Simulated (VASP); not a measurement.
**SnSe: single point with PBEsol+D3(BJ)**

Crystal: SnSe.

```
CELL_PARAMETERS angstrom
3.94566 0.00000 0.00000
0.00000 3.94566 0.00000
0.00000 0.00000 6.13840
ATOMIC_POSITIONS crystal
Sn 0.50000 0.00000 0.25002
Sn 0.00000 0.50000 0.74998
Se 0.50000 0.00000 0.74998
Se 0.00000 0.50000 0.25002
```

* Program: VASP 6.6.1
* Task: single point
* Functional: PBEsol
* Dispersion: D3(BJ)
* Potentials or basis: VASP PAW PBE potentials, release 64 (Sn_d, Se)
* Cutoff: 520 eV
* k mesh: 8 × 8 × 6
* Occupations: gaussian, width 0.03 eV
* Spin: no spin polarisation
* Dipole correction: no
* Further INCAR settings: ALGO = Normal; EDIFF = 1e-06; NBANDS = 28

```json
{
 "Pressure": "5.5 GPa",
 "Band gap on the k mesh": "zero (bands 20 and 21 overlap by 0.23 eV)",
 "Dispersion energy per atom": "-0.377 eV"
}
```

Stress tensor (GPa, compression positive):
```
10.72  0.00  0.00
 0.00 10.72  0.00
 0.00  0.00 -4.96
```

Levels at points of the mesh, in eV from the Fermi level:
```
           k point  band 17  band 18  band 19  band 20  band 21  band 22  band 23  band 24
(0.00, 0.00, 0.00)    -4.43    -3.18    -3.18    -2.30     2.42     3.06     4.91     5.42
(0.50, 0.00, 0.00)    -2.53    -2.53    -0.20    -0.20     1.20     1.20     1.50     1.50
(0.50, 0.50, 0.00)    -5.25    -5.25    -4.10    -4.10     2.12     2.12     4.46     4.46
(0.00, 0.00, 0.50)    -3.86    -3.86    -2.87    -2.87     2.11     2.11     3.25     3.26
(0.50, 0.00, 0.50)    -2.44    -2.44    -0.57    -0.57     0.73     0.73     1.01     1.01
(0.50, 0.50, 0.50)    -6.16    -6.16    -1.61    -1.61     0.96     0.96     4.46     4.46
```

Run time: 3.3 min on 1 thread of Intel Xeon 8259CL, with other jobs on the host, peak memory 0.29 GiB.

Caveat: the stress differs along the axes, from -5 to 11 GPa; semilocal functionals underestimate gaps, and a narrow one can read as zero; the PAW data sets were made with another functional, which shifts forces and pressure a little; spin-orbit coupling is left out, which moves the levels of the heavy elements.
